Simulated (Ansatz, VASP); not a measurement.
**Ir in VASP and in Ansatz**

The input POSCAR:

```
Ir
1.0
    0.0000000000      1.9269646700      1.9269646700
    1.9269646700      0.0000000000      1.9269646700
    1.9269646700      1.9269646700      0.0000000000
Ir
1
Direct
    0.0000000000      0.0000000000      0.0000000000
```

Contents of INCAR.step1:

```
PREC = Accurate ; ENCUT = 550
ISMEAR = 0 ; SIGMA = 0.1
LREAL = F ; LASPH = T
NELM = 120 ; NBANDS = 10
GGA = PE ; ALGO = Normal
EDIFF = 1E-5 ; LWAVE = T
LCHARG = F ; GGA_COMPAT = F
```

File INCAR.step2:

```
PREC = Accurate ; ENCUT = 550
EDIFF = 1E-6 ; ISMEAR = 0
SIGMA = 0.1 ; LREAL = F
LASPH = T ; NELM = 120
ALGO = Normal ; ISIF = 2
LWAVE = F ; LCHARG = T
METAGGA = R2SCAN ; LMIXTAU = T
LELF = T ; LVHAR = T
NBANDS = 10 ; ISTART = 1
GGA_COMPAT = F
```

KPOINTS

```
regular mesh
0
Gamma
  8 8 8
```

Input for Ansatz:

```yaml
crystal:
  lattice:
    - [0.0, 1.92696467, 1.92696467]
    - [1.92696467, 0.0, 1.92696467]
    - [1.92696467, 1.92696467, 0.0]
  atoms:
    - { symbol: Ir, position: [0.0, 0.0, 0.0] }
basis:
  ecutwfc: 500
kpoints:
  mp_grid: { grid: [8, 8, 8] }
hamiltonian:
  xc: r2scan
scf:
  occupations: { method: gaussian, width: 0.1 }
output:
  forces: true
  stress: true
  eigenvalues: true
```

Alike in both runs: task single point; functional r2SCAN; k mesh 8 × 8 × 8; occupations gaussian, width 0.1 eV; no spin polarisation.

|  | VASP | Ansatz |
| --- | --- | --- |
| version | VASP 6.6.1 | Ansatz 0.2.0 |
| potentials or method | VASP PAW PBE potentials, release 64 (Ir), cutoff 550 eV | scalar-relativistic, plane waves, PAW |
| valence electrons in the cell | 9 | 17 |

|  | VASP | Ansatz | Ansatz less VASP |
| --- | --- | --- | --- |
| gap on the k mesh at the Fermi level (eV) | none | none | - |
| pressure (GPa) | 1.0 | -1.4 | -2.42 |

VASP's potentials were made for PBE, not for r2SCAN. A gap of «none» marks a metal or a gap that the smearing closes. VASP's potentials hold 9 valence electrons a cell and Ansatz's 17, so a difference there can come from the potentials and not from the codes.

Neither program's run includes spin-orbit coupling.
